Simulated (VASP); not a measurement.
A run of VASP 6.6.1:

The input POSCAR:

```
Si
1.0
    0.0144571039      2.7295416308      2.7066447005
    2.7295416308      0.0144571039      2.7066447005
    2.7439987347      2.7439987347      0.0000000000
Si
2
Direct
    0.0007249342      0.0007249342     -0.0007249342
    0.2492750658      0.2492750658      0.2507249342
```

Contents of INCAR.step1:

```
  PREC = Accurate
  ENCUT = 500
  EDIFF = 1E-8
  ISMEAR = 0
  SIGMA = 0.01
  LREAL = F
  LASPH = T
  NELM = 80
  ALGO = Normal
  LWAVE = T
  LCHARG = F
  GGA = PS
```

INCAR.step2

```
  PREC = Accurate
  ENCUT = 500
  EDIFF = 1E-8
  ISMEAR = 0
  SIGMA = 0.01
  LREAL = F
  LASPH = T
  NELM = 1
  ALGO = Exact
  LWAVE = T
  LCHARG = F
  GGA = PS
  NBANDS = 225
  LOPTICS = T
  ISTART = 1
```

Contents of INCAR.step3:

```
  PREC = Accurate
  ENCUT = 500
  EDIFF = 1E-8
  ISMEAR = 0
  SIGMA = 0.01
  LREAL = F
  LASPH = T
  ALGO = EVGW0
  LWAVE = F
  LCHARG = F
  GGA = PS
  NELMGW = 1
  NBANDS = 225
  ENCUTGW = 180.0
  NOMEGA = 96
  PRECFOCK = Fast
  ISTART = 1
  NBANDSGW = 12
  OMEGAMAX = 20
```

Contents of KPOINTS:

```
Automatic mesh
0
Gamma
  4 4 4
```

Potentials or basis: VASP PAW PBE potentials, release 64 (Si_GW).

Launch:

```bash
$ cat potpaw_PBE.64/Si_GW/POTCAR > POTCAR
$ cp INCAR.step1 INCAR
$ mpirun -np 1 vasp_std > vasp.out
$ cp INCAR.step2 INCAR
$ mpirun -np 1 vasp_std > vasp.out
$ cp INCAR.step3 INCAR
$ mpirun -np 1 vasp_std > vasp.out
```

Hardware: 1 thread of Intel(R) Xeon(R) 6975P-C (Granite Rapids) (shared host).

Estimate the wall time of this run.

Wall time 3.2 min on 1 thread of Intel(R) Xeon(R) 6975P-C (Granite Rapids), on a shared host, peak memory 0.6 GiB. Counts: k points 18.
